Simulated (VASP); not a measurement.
A run of VASP 6.6.1:

File INCAR:

```
ALGO     = Normal         # electronic algorithm
EDIFF    = 1E-7           # SCF threshold, eV
ENCUT    = 520            # plane-wave cutoff, eV
GGA      = PE             # functional
ISIF     = 2              # what is computed and relaxed
ISMEAR   = -1             # smearing method
LASPH    = T              # aspherical terms in the spheres
LCHARG   = F              # write CHGCAR
LREAL    = F              # projectors in reciprocal space
LWAVE    = F              # write WAVECAR
NBANDS   = 10             # bands
NELM     = 100            # most SCF steps
PREC     = Accurate       # precision mode
SIGMA    = 0.15           # smearing width, eV
```

KPOINTS

```
k-points
0
Gamma
  20 20 20
```

The input POSCAR:

```
Ir
1.0
    0.0000000000      1.9364909273      1.9364909273
    1.9364909273      0.0000000000      1.9364909273
    1.9364909273      1.9364909273      0.0000000000
Ir
1
Direct
    0.0000000000      0.0000000000      0.0000000000
```

Potentials or basis: VASP PAW PBE potentials, release 64 (Ir).

Launch:

```bash
$ cat potpaw_PBE.64/Ir/POTCAR > POTCAR
$ mpirun -np 1 vasp_std > vasp.out
```

Hardware: 1 thread of Intel(R) Xeon(R) 6975P-C (Granite Rapids), with other jobs on the host.

Problem. Estimate the wall time of this run.

Solution. It took 11 s on 1 thread of Intel(R) Xeon(R) 6975P-C (Granite Rapids), on a shared host, peak memory 0.15 GiB. Counts: scf iterations 12, k points 256.
